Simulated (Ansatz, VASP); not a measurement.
**One calculation of AlN, two programs**

```xyz
2
Lattice="0.0000 2.0186 2.0186 2.0186 0.0000 2.0186 2.0186 2.0186 0.0000" Properties=species:S:1:pos:R:3 pbc="T T T"
Al    2.0186    2.0186    2.0186
N     0.0000    0.0000    0.0000
```

Alike in both runs: functional r2SCAN; k mesh 8 × 8 × 8; occupations gaussian, width 0.1 eV; no spin polarisation.

Ansatz relaxed the structure, and its values are those at the end. VASP's run is a single point on that final structure, the one shown.

```csv
,VASP,Ansatz
version,VASP 6.6.1,Ansatz 0.2.0
potentials or method,"VASP PAW PBE potentials, release 64 (Al, N), cutoff 520 eV","scalar-relativistic, plane waves, PAW"
valence electrons in the cell,8,8
```

```tsv
	VASP	Ansatz	Ansatz less VASP
gap on the k mesh at the Fermi level (eV)	5.53	5.53	-0.005
least direct gap on the mesh (eV)	6.58	6.54	-0.049
pressure (GPa)	-0.7	0.1	+0.81
```

VASP's potentials were made for PBE, not for r2SCAN.
